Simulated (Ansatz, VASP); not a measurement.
**KMgF3: VASP beside Ansatz**

Contents of INCAR:

```
PREC     = Accurate       # precision mode
ENCUT    = 750            # plane-wave cutoff, eV
EDIFF    = 1E-7           # SCF threshold, eV
ISMEAR   = 0              # smearing method
SIGMA    = 0.01           # smearing width, eV
LREAL    = False          # projectors in reciprocal space
LASPH    = True           # aspherical terms in the spheres
NELM     = 120            # most SCF steps
ALGO     = Normal         # electronic algorithm
ISIF     = 3              # what is computed and relaxed
LWAVE    = False          # write WAVECAR
LCHARG   = False          # write CHGCAR
IBRION   = 2              # ionic algorithm
NSW      = 100            # ionic steps
EDIFFG   = -0.02          # ionic threshold
GGA_COMPAT= False        
NELMIN   = 4
```

The input KPOINTS:

```
regular mesh
0
Gamma
  6 6 6
```

The input POSCAR:

```
KMgF3
1.0
    3.9859000000      0.0000000000      0.0000000000
    0.0000000000      3.9859000000      0.0000000000
    0.0000000000      0.0000000000      3.9859000000
K Mg F
1 1 3
Direct
    0.5000000000      0.5000000000      0.5000000000
    0.0000000000      0.0000000000      0.0000000000
    0.5000000000      0.0000000000      0.0000000000
    0.0000000000      0.5000000000      0.0000000000
    0.0000000000      0.0000000000      0.5000000000
```

Input for Ansatz:

```yaml
crystal:
  lattice:
    - [3.9859, 0.0, 0.0]
    - [0.0, 3.9859, 0.0]
    - [0.0, 0.0, 3.9859]
  atoms:
    - { symbol: K, position: [0.5, 0.5, 0.5] }
    - { symbol: Mg, position: [0.0, 0.0, 0.0] }
    - { symbol: F, position: [0.5, 0.0, 0.0] }
    - { symbol: F, position: [0.0, 0.5, 0.0] }
    - { symbol: F, position: [0.0, 0.0, 0.5] }
kpoints:
  mp_grid:
    grid: [6, 6, 6]
hamiltonian:
  xc: lda
  dispersion: none
scf:
  occupations:
    method: fixed
relax:
  f_tol: 0.02
  max_steps: 100
  cell: {}
```

Alike in both runs: task relaxation of cell and atoms; functional LDA; k mesh 6 × 6 × 6; no spin polarisation.

|  | VASP | Ansatz |
| --- | --- | --- |
| version | VASP 6.6.1 | Ansatz 0.2.0 |
| potentials or method | VASP PAW LDA potentials, release 64 (K_sv, Mg_sv, F) | plane waves, PAW |
| plane-wave cutoff (eV) | 750 | 420 |
| occupations | gaussian, width 0.01 eV | fixed |
| valence electrons in the cell | 40 | 40 |

Ansatz gave:

```
relaxed volume (Å³/atom)                                        : 11.94
relaxed length of the cell vector where the two differ most in proportion (Å) : 3.908
```

**Question.** Estimate VASP's values.

**Answer.** Relaxed volume (Å³/atom): 11.96; relaxed length of the cell vector where the two differ most in proportion (Å): 3.911.

LDA's correlation is that of Perdew and Zunger in VASP and of Perdew and Wang (1992) in Ansatz.
